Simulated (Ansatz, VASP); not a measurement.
# WC2 in VASP and in Ansatz

```
W C
1.0
     1.56535    0.90376    4.71419
    -1.56535    0.90376    4.71419
     0.00000   -1.80751    4.71419
W C
1 2
Direct
  0.00000 0.00000 0.00000
  0.74130 0.74130 0.74130
  0.25870 0.25870 0.25870
```

Alike in both runs: functional PBE; k mesh 9 × 9 × 9; occupations gaussian, width 0.1 eV; no spin polarisation.

Ansatz relaxed the structure, and its values are those at the end. VASP's run is a single point on that final structure, the one shown.

```csv
,VASP,Ansatz
version,VASP 6.6.1,Ansatz 0.2.0
potentials or method,"VASP PAW PBE potentials, release 64 (W_sv, C), cutoff 520 eV","scalar-relativistic, plane waves, PAW"
valence electrons in the cell,22,22
```

```csv
,VASP,Ansatz,Ansatz less VASP
gap on the k mesh at the Fermi level (eV),none,none,-
pressure (GPa),0.8,0.2,-0.54
rms of the force components (eV/Å),0.028,0.007,-0.0211
```

A gap of «none» marks a metal or a gap that the smearing closes.

Spin-orbit coupling is off throughout.
